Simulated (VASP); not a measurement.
# Ag (I4/mmm) in VASP: a series of runs

Runs on Ag. Level: PBE. Tasks: single point.

Program: VASP 6.6.1. These are calculated values, not measurements. Logs are shortened: lines on timing, memory, paths and dates and some standing lists are left out, and cuts for length are marked.

## Step 1: The cell of the first run

The structure is tetragonal, space group I4/mmm (No. 139). The conventional cell has a = 2.889 Å, b = 2.889 Å, c = 4.188 Å, α = 90.00°, β = 90.00°, γ = 90.00°. Ag (site symmetry 4/mmm) has 12 Ag at 2.89 to 2.93 Å within 3.8 Å.

## Step 2: Single point, PBE (strain +0.000 along x and y, +0.025 along z)

Input file INCAR:

```
SYSTEM = Ag
PREC     = Accurate       ! precision mode
ENCUT    = 520            ! plane-wave cutoff, eV
EDIFF    = 1E-6           ! SCF threshold, eV
ISMEAR   = 0              ! smearing method
SIGMA    = 0.15           ! smearing width, eV
LREAL    = .False.        ! projectors in reciprocal space
LASPH    = .True.         ! aspherical terms in the spheres
NELM     = 60             ! most SCF steps
ALGO     = Normal         ! electronic algorithm
ISIF     = 2              ! what is computed and relaxed
LWAVE    = .False.        ! write WAVECAR
LCHARG   = .False.        ! write CHGCAR
GGA      = PE             ! functional
NBANDS   = 12             ! bands
```

Input file KPOINTS:

```
regular mesh
0
Gamma
  20 20 20
  0 0 0
```

Input file POSCAR:

```
Ag
1.0
    0.0000000000      2.0431000000      2.0941775000
    2.0431000000      0.0000000000      2.0941775000
    2.0431000000      2.0431000000      0.0000000000
Ag
1
Direct
    0.0000000000      0.0000000000      0.0000000000
```

Potentials or basis: VASP PAW PBE potentials, release 64 (Ag).

Run with:

```console
cat potpaw_PBE.64/Ag/POTCAR > POTCAR
mpirun -np 1 vasp_std > vasp.out
```

OUTCAR:

```text
SYSTEM = Ag
   PREC = Accurate
   ENCUT = 520
   EDIFF = 1E-6
   ISMEAR = 0
   LREAL = .False.
   LASPH = .True.
   NELM = 60
   ISIF = 2
   GGA = PE

 ion  position               nearest neighbor table
   1  0.000  0.000  0.000-

  LATTYP: Found a body centered tetragonal cell.
 ALAT       =     2.8893797293
 C/A-ratio  =     1.4495689014

  Lattice vectors:

 A1 = (  -2.0431000000,   0.0000000000,   2.0941775000)
 A2 = (   2.0431000000,   0.0000000000,   2.0941775000)
 A3 = (   0.0000000000,   2.0431000000,  -2.0941775000)

Analysis of symmetry for initial positions (statically):
=====================================================================
 Subroutine PRICEL returns:
 Original cell was already a primitive cell.

 Routine SETGRP: Setting up the symmetry group for a
 body centered tetragonal supercell.

 Subroutine GETGRP returns: Found 16 space group operations
 (whereof 16 operations were pure point group operations)
 out of a pool of 16 trial point group operations.

The static configuration has the point symmetry D_4h.

Analysis of symmetry for dynamics (positions and initial velocities):
=====================================================================
 Subroutine PRICEL returns:
 Original cell was already a primitive cell.

 Routine SETGRP: Setting up the symmetry group for a
 body centered tetragonal supercell.

 Subroutine GETGRP returns: Found 16 space group operations
 (whereof 16 operations were pure point group operations)
 out of a pool of 16 trial point group operations.

The dynamic configuration has the point symmetry D_4h.

 Subroutine INISYM returns: Found 16 space group operations
 (whereof 16 operations are pure point group operations),
 and found     1 'primitive' translations

----------------------------------------------------------------------------------------

                                     Primitive cell

  volume of cell :      17.4833

  direct lattice vectors                    reciprocal lattice vectors
     0.000000000  2.043100000  2.094177500    -0.244726151  0.244726151  0.238757221
     2.043100000  0.000000000  2.094177500     0.244726151 -0.244726151  0.238757221
     2.043100000  2.043100000  0.000000000     0.244726151  0.244726151 -0.238757221

  length of vectors
     2.925719913  2.925719913  2.889379729     0.420460211  0.420460211  0.420460211

  position of ions in fractional coordinates (direct lattice)
     0.000000000  0.000000000  0.000000000

[... 83 lines left out ...]
   POTIM  = 0.5000    time-step for ionic-motion
   TEBEG  =    0.0;   TEEND  =   0.0 temperature during run
   PSTRESS=    0.0 pullay stress
   NELECT =      11.0000    total number of electrons
   NUPDOWN=      -1.0000    fix difference up-down
   EMIN   =  10.00;   EMAX   =-10.00  energy-range for DOS
   EFERMI =   0.00;   METHOD = LEGACY
   ISMEAR =     0;   SIGMA  =   0.15  broadening in eV -4-tet -1-fermi 0-gaus
   EFERMI_NEDOS =   21; number of points for ismear=-14 and -15
   IALGO  =     38    algorithm
   IMIX   =      4    mixing-type and parameters
     AMIX     =   0.40;   BMIX     =  1.00
     AMIX_MAG =   1.60;   BMIX_MAG =  1.00
  volume/ion in A,a.u.               =      17.48       117.98
  Fermi-wavevector in a.u.,A,eV,Ry     =   1.402808  2.650922 26.774490  1.967870
  Thomas-Fermi vector in A             =   2.525533
   LORBIT       =      0    0 simple, 1 ext, 2 COOP (PROOUT), +10 PAW based schemes
   GGA     = PE    functional components
   LHFCALC =     F    Hartree Fock is set to
   AEXX    =    0.0000 exact exchange contribution
   IVDW    =     0    specifies the selected vdW correction
   LEPSILON=     F    determine dielectric tensor
   LRPA    =     F    only Hartree local field effects (RPA)
 non-spin polarized calculation
 Gauss-broadening in eV      SIGMA  =   0.15
  energy-cutoff  :      520.00
  volume of cell :       17.48
 maximum number of plane-waves:       495
 NGX is ok and might be reduce to    24
   NGX = 11   NGY = 11   NGZ = 11

 number of electron      10.9999997 magnetization

 Free energy of the ion-electron system (eV)
  ---------------------------------------------------
  ext. energy  EPLUGINS =         0.00000000
  ---------------------------------------------------
  free energy    TOTEN  =        -2.71847260 eV

  energy without entropy =       -2.71620665  energy(sigma->0) =       -2.71733962

 E-fermi :   8.0987     XC(G=0): -12.0605

 val. band max:        8.0919730321   @ k =   0.4500   0.0500   0.4000
 cond. band min:       8.1125659827   @ k =  -0.0500   0.4000   0.3500
 fundamental gap:      0.0205929505
 Fermi energy:         8.0986807741

 k-point     1 :       0.0000    0.0000    0.0000
  band No.  band energies     occupation
      1       0.5014      2.00000
      2       3.2701      2.00000
      3       3.4214      2.00000
      4       3.4214      2.00000
      5       4.2782      2.00000
      6       4.4348      2.00000
      7      24.0637      0.00000
      8      27.2861      0.00000
      9      27.5859      0.00000
     10      27.5859      0.00000
     11      32.2287      0.00000
     12      33.1240      0.00000
[... 331 lines left out ...]
 k-point    24 :      -0.3500    0.0500    0.0000
  band No.  band energies     occupation
      1       1.9811      2.00000
      2       3.3555      2.00000
      3       3.5284      2.00000
      4       4.6893      2.00000
      5       4.7733      2.00000
      6       5.8533      2.00000
      7      14.7195      0.00000
      8      23.3726      0.00000
      9      25.4173      0.00000
     10      27.2208      0.00000
     11      30.6796      0.00000
     12      30.7265      0.00000

 [... further k-points ...]

------------------------ aborting loop because EDIFF is reached ----------------------------------------

  FORCE on cell =-STRESS in cart. coord.  units (eV):
  Direction    XX          YY          ZZ          XY          YZ          ZX
  --------------------------------------------------------------------------------------
  -------------------------------------------------------------------------------------
  Total        0.2362805      0.2362805      0.1261267      0.0000000      0.0000000      0.0000000
  in kB       21.6528844     21.6528844     11.5583254      0.0000000      0.0000000      0.0000000
  external PRESSURE =      18.2880314 kB  Pullay stress =       0.0000000 kB

 VOLUME and BASIS-vectors are now :
 -----------------------------------------------------------------------------
  energy-cutoff  :      520.00
  volume of cell :       17.48
      direct lattice vectors                 reciprocal lattice vectors
     0.000000000  2.043100000  2.094177500    -0.244726151  0.244726151  0.238757221
     2.043100000  0.000000000  2.094177500     0.244726151 -0.244726151  0.238757221
     2.043100000  2.043100000  0.000000000     0.244726151  0.244726151 -0.238757221

 POSITION                                       TOTAL-FORCE (eV/Angst)
 -----------------------------------------------------------------------------------
      0.00000      0.00000      0.00000        -0.000000      0.000000      0.000000
 -----------------------------------------------------------------------------------
    total drift:                               -0.000000      0.000000      0.000000

  FREE ENERGIE OF THE ION-ELECTRON SYSTEM (eV)
  ---------------------------------------------------
  free  energy   TOTEN  =        -2.7184726016 eV

  energy  without entropy=       -2.7162066477  energy(sigma->0) =       -2.71733962
```

stdout:

```text
POSCAR found type information on POSCAR Ag
 POSCAR found :  1 types and       1 ions
 scaLAPACK will be used
 LDA part: xc-table for (Slater+PW92), standard interpolation
 POSCAR, INCAR and KPOINTS ok, starting setup
 FFT: planning ... GRIDC
 FFT: planning ... GRID_SOFT
 FFT: planning ... GRID
 WAVECAR not read
 entering main loop
```

Run time: 32 s. Hardware: 1 thread of Intel Xeon 6975P-C (Granite Rapids), shared host; peak memory 0.25 GiB.

Results:

* Free energy: -2.7185 eV
* Pressure: 1.8 GPa
* Band gap on the k mesh: zero (an odd number of electrons rules out a gap without spin polarisation)

Levels at points of the mesh, in eV from the Fermi level:
| k point | band 3 | band 4 | band 5 | band 6 | band 7 | band 8 | band 9 | band 10 |
| --- | --- | --- | --- | --- | --- | --- | --- | --- |
| (0.00, 0.00, 0.00) | -4.68 | -4.68 | -3.82 | -3.66 | 15.97 | 19.19 | 19.49 | 19.49 |
| (0.50, 0.00, 0.00) | -4.68 | -3.01 | -2.95 | -0.34 | 3.46 | 15.14 | 17.37 | 17.89 |
| (0.50, 0.50, 0.00) | -3.00 | -2.79 | -2.79 | 1.35 | 6.14 | 10.82 | 10.82 | 17.15 |
| (0.50, 0.00, 0.50) | -3.02 | -2.83 | -2.72 | 1.76 | 6.74 | 10.38 | 10.40 | 16.74 |

Caveat: the cell differs from its parent crystal (strain +0.000 along x and y, +0.025 along z).

## Step 3: Single point, PBE (strain +0.000 along x and y, +0.050 along z)

Input file INCAR:

```
PREC = Accurate
ENCUT = 520
EDIFF = 1E-7
ISMEAR = 0
SIGMA = 0.15
LREAL = F
LASPH = T
NELM = 80
ALGO = Normal
ISIF = 2
LWAVE = F
LCHARG = T
GGA = PE
LELF = T
LVHAR = T
NBANDS = 12
```

Input file KPOINTS:

```
regular mesh
0
Gamma
  20 20 20
```

Input file POSCAR:

```
Ag
1.0
    0.0000000000      2.0431000000      2.1452550000
    2.0431000000      0.0000000000      2.1452550000
    2.0431000000      2.0431000000      0.0000000000
Ag
1
Direct
    0.0000000000      0.0000000000      0.0000000000
```

Potentials or basis: VASP PAW PBE potentials, release 64 (Ag).

Run with:

```console
cat potpaw_PBE.64/Ag/POTCAR > POTCAR
mpirun -np 1 vasp_std > vasp.out
```

OUTCAR:

```text
PREC = Accurate
   ENCUT = 520
   EDIFF = 1E-7
   ISMEAR = 0
   LREAL = F
   LASPH = T
   NELM = 80
   ISIF = 2
   GGA = PE

 ion  position               nearest neighbor table
   1  0.000  0.000  0.000-

  LATTYP: Found a body centered tetragonal cell.
 ALAT       =     2.8893797293
 C/A-ratio  =     1.4849242405

  Lattice vectors:

 A1 = (  -2.0431000000,   0.0000000000,   2.1452550000)
 A2 = (   2.0431000000,   0.0000000000,   2.1452550000)
 A3 = (   0.0000000000,   2.0431000000,  -2.1452550000)
[... 539 lines left out ...]
     12      30.3480      0.00000

 [... further k-points ...]

------------------------ aborting loop because EDIFF is reached ----------------------------------------

  FORCE on cell =-STRESS in cart. coord.  units (eV):
  Direction    XX          YY          ZZ          XY          YZ          ZX
  --------------------------------------------------------------------------------------
  -------------------------------------------------------------------------------------
  Total        0.0288206      0.0288206     -0.1933747      0.0000000      0.0000000     -0.0000000
  in kB        2.5782535      2.5782535    -17.2990383      0.0000000      0.0000000     -0.0000000
  external PRESSURE =      -4.0475105 kB  Pullay stress =       0.0000000 kB

 VOLUME and BASIS-vectors are now :
 -----------------------------------------------------------------------------
  energy-cutoff  :      520.00
  volume of cell :       17.91
      direct lattice vectors                 reciprocal lattice vectors
     0.000000000  2.043100000  2.145255000    -0.244726151  0.244726151  0.233072525
     2.043100000  0.000000000  2.145255000     0.244726151 -0.244726151  0.233072525
     2.043100000  2.043100000  0.000000000     0.244726151  0.244726151 -0.233072525

 POSITION                                       TOTAL-FORCE (eV/Angst)
 -----------------------------------------------------------------------------------
      0.00000      0.00000      0.00000         0.000000      0.000000      0.000000
 -----------------------------------------------------------------------------------
    total drift:                               -0.000000      0.000000      0.000000

  FREE ENERGIE OF THE ION-ELECTRON SYSTEM (eV)
  ---------------------------------------------------
  free  energy   TOTEN  =        -2.7178401016 eV

  energy  without entropy=       -2.7155367208  energy(sigma->0) =       -2.71668841
```

stdout:

```text
POSCAR found type information on POSCAR Ag
 POSCAR found :  1 types and       1 ions
 scaLAPACK will be used
 LDA part: xc-table for (Slater+PW92), standard interpolation
 POSCAR, INCAR and KPOINTS ok, starting setup
 FFT: planning ... GRIDC
 FFT: planning ... GRID_SOFT
 FFT: planning ... GRID
 WAVECAR not read
 entering main loop
```

Wall time 35 s (1 thread of Intel Xeon 6975P-C (Granite Rapids), shared host); peak memory 0.25 GiB.

What came out:

```
Free energy            : -2.7178 eV
Pressure               : -0.4 GPa
Band gap on the k mesh : zero (an odd number of electrons rules out a gap without spin polarisation)
```

Stress tensor (GPa, compression positive):
```
 0.26  0.00  0.00
 0.00  0.26  0.00
 0.00  0.00 -1.73
```

Levels at points of the mesh, in eV from the Fermi level:
| k point | band 2 | band 3 | band 4 | band 5 | band 6 | band 7 | band 8 | band 9 | band 10 | band 11 |
| --- | --- | --- | --- | --- | --- | --- | --- | --- | --- | --- |
| (0.00, 0.00, 0.00) | -4.85 | -4.55 | -4.55 | -3.87 | -3.56 | 15.92 | 18.82 | 19.36 | 19.36 | 23.86 |
| (0.50, 0.00, 0.00) | -4.81 | -4.54 | -3.04 | -2.92 | -0.28 | 3.33 | 14.90 | 17.03 | 17.93 | 21.53 |
| (0.50, 0.50, 0.00) | -6.04 | -3.00 | -2.81 | -2.81 | 1.12 | 5.59 | 10.97 | 10.97 | 17.13 | 17.18 |
| (0.50, 0.00, 0.50) | -6.01 | -3.02 | -2.90 | -2.67 | 1.91 | 6.74 | 10.12 | 10.14 | 16.33 | 16.35 |

Caveat: the cell differs from its parent crystal (strain +0.000 along x and y, +0.050 along z).

## Step 4: Single point, PBE (strain +0.025 along x and y, +0.000 along z)

Input file INCAR:

```
SYSTEM = Ag
ALGO     = Normal         ! electronic algorithm
EDIFF    = 1E-7           ! SCF threshold, eV
ENCUT    = 520            ! plane-wave cutoff, eV
GGA      = PE             ! functional
ISIF     = 2              ! what is computed and relaxed
ISMEAR   = 0              ! smearing method
LASPH    = .True.         ! aspherical terms in the spheres
LCHARG   = .False.        ! write CHGCAR
LREAL    = .False.        ! projectors in reciprocal space
LWAVE    = .False.        ! write WAVECAR
NBANDS   = 12             ! bands
NELM     = 100            ! most SCF steps
PREC     = Accurate       ! precision mode
SIGMA    = 0.15           ! smearing width, eV
```

Input file KPOINTS:

```
k-points
0
Gamma
  20 20 20
  0 0 0
```

Input file POSCAR:

```
Ag
1.0
    0.0000000000      2.0941775000      2.0431000000
    2.0941775000      0.0000000000      2.0431000000
    2.0941775000      2.0941775000      0.0000000000
Ag
1
Direct
    0.0000000000      0.0000000000      0.0000000000
```

Run with:

```console
cat potpaw_PBE.64/Ag/POTCAR > POTCAR
mpirun -np 1 vasp_std > vasp.out
```

Wall time 36 s (1 thread of Intel Xeon 6975P-C (Granite Rapids), shared host); peak memory 0.25 GiB.

The run converged. Its results:

```yaml
Free_energy: -2.7205 eV
Pressure: -0.5 GPa
Band_gap_on_the_k_mesh: zero (an odd number of electrons rules out a gap without spin polarisation)
```

Stress tensor (GPa, compression positive):
```
-0.77  0.00  0.00
 0.00 -0.77  0.00
 0.00  0.00 -0.01
```

Levels at points of the mesh, in eV from the Fermi level:
```
           k point  band 4  band 5  band 6  band 7  band 8  band 9
(0.00, 0.00, 0.00)   -4.55   -3.77   -3.63   15.91   19.09   19.09
(0.50, 0.00, 0.00)   -3.00   -2.94   -0.27    3.33   15.08   17.07
(0.50, 0.50, 0.00)   -2.77   -2.77    1.92    6.75   10.12   10.12
(0.50, 0.00, 0.50)   -2.83   -2.73    1.51    6.16   10.54   10.56
```

Caveat: the cell differs from its parent crystal (strain +0.025 along x and y, +0.000 along z).

## Step 5: Summary

```tsv
cell	gap on the mesh (eV)	pressure (GPa)
a = 2.926, b = 2.926, c = 2.889 Å, angles 60.4, 60.4, 59.2°, 1 atom	none	1.8
a = 2.962, b = 2.962, c = 2.889 Å, angles 60.8, 60.8, 58.4°, 1 atom	none	-0.4
a = 2.926, b = 2.926, c = 2.962 Å, angles 59.6, 59.6, 60.8°, 1 atom	none	-0.5
```

Alike in all rows: task single point; level PBE; potentials or basis VASP PAW PBE potentials, release 64 (Ag); no spin polarisation; k mesh 20 × 20 × 20; cutoff (eV) 520; smearing gaussian 0.15 eV.

Total energies depend on the potentials used, so only differences within one code and one set of settings carry meaning.

The gap in the log of VASP goes by the Fermi energy; the results here count the filled bands.